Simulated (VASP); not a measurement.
Input of a VASP 6.6.1 run:

The input POSCAR:

```
AlN
1.0
    0.0000000000      2.1848764830      2.1848764830
    2.1848764830      0.0000000000      2.1848764830
    2.1848764830      2.1848764830      0.0000000000
Al N
1 1
Direct
    0.0000000000      0.0000000000      0.0000000000
    0.7500000000      0.7500000000      0.7500000000
```

The input INCAR.step1:

```
SYSTEM = AlN
ALGO = Normal
EDIFF = 1E-5
ENCUT = 520
GGA = PE
ISIF = 2
ISMEAR = 0
LASPH = .TRUE.
LCHARG = .FALSE.
LREAL = .FALSE.
LWAVE = .TRUE.
NBANDS = 11
NELM = 100
PREC = Accurate
SIGMA = 0.01
```

Contents of INCAR.step2:

```
SYSTEM = AlN
ALGO = Normal
EDIFF = 1E-6
ENCUT = 520
GGA = PE
HFSCREEN = 0.2079
ISIF = 2
ISMEAR = 0
ISTART = 1
LASPH = .TRUE.
LCHARG = .FALSE.
LHFCALC = .TRUE.
LREAL = .FALSE.
LWAVE = .FALSE.
NBANDS = 11
NELM = 100
PREC = Accurate
PRECFOCK = Normal
SIGMA = 0.01
```

The input KPOINTS:

```
k-points
0
G
  6 6 6
  0 0 0
```

Potentials or basis: VASP PAW PBE potentials, release 64 (Al, N).

Launch:

```console
$ cat potpaw_PBE.64/Al/POTCAR potpaw_PBE.64/N/POTCAR > POTCAR
$ cp INCAR.step1 INCAR
$ mpirun -np 1 vasp_std > vasp.out
$ cp INCAR.step2 INCAR
$ mpirun -np 1 vasp_std > vasp.out
```

(1) Estimate the band gap on the k mesh.

(2) Predict the pressure.

Answers

(1) 4.55 eV, indirect (least direct gap 5.54 eV).

(2) -0.8 GPa.

Caveat: the PAW data sets were made with another functional, which shifts forces and pressure a little.
